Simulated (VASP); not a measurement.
Input of a VASP 6.6.1 run:

Contents of INCAR:

```
SYSTEM = Br
ALGO = Normal ; EDIFF = 1E-6
ENCUT = 500 ; GGA_COMPAT = .False.
ISIF = 2 ; ISMEAR = -1
LASPH = .True. ; LCHARG = .True.
LELF = .True. ; LREAL = .False.
LVHAR = .True. ; LWAVE = .False.
NBANDS = 10 ; NELM = 120
PREC = Accurate ; SIGMA = 0.1
```

Contents of KPOINTS:

```
k-points
0
Gamma
  14 14 14
  0 0 0
```

The input POSCAR:

```
Br
1.0
    0.0000000000      2.2554924094      2.2554924094
    2.2554924094      0.0000000000      2.2554924094
    2.2554924094      2.2554924094      0.0000000000
Br
1
Direct
    0.0000000000      0.0000000000      0.0000000000
```

Potentials or basis: VASP PAW LDA potentials, release 64 (Br).

The run is started by

```sh
$ cat potpaw_LDA.64/Br/POTCAR > POTCAR
$ mpirun -np 1 vasp_std > vasp.out
```

Problem. Estimate the pressure.

Solution. 0.1 GPa.

Caveat: an odd number of electrons without spin polarisation forces a metal; a magnetic or distorted state may lie lower.
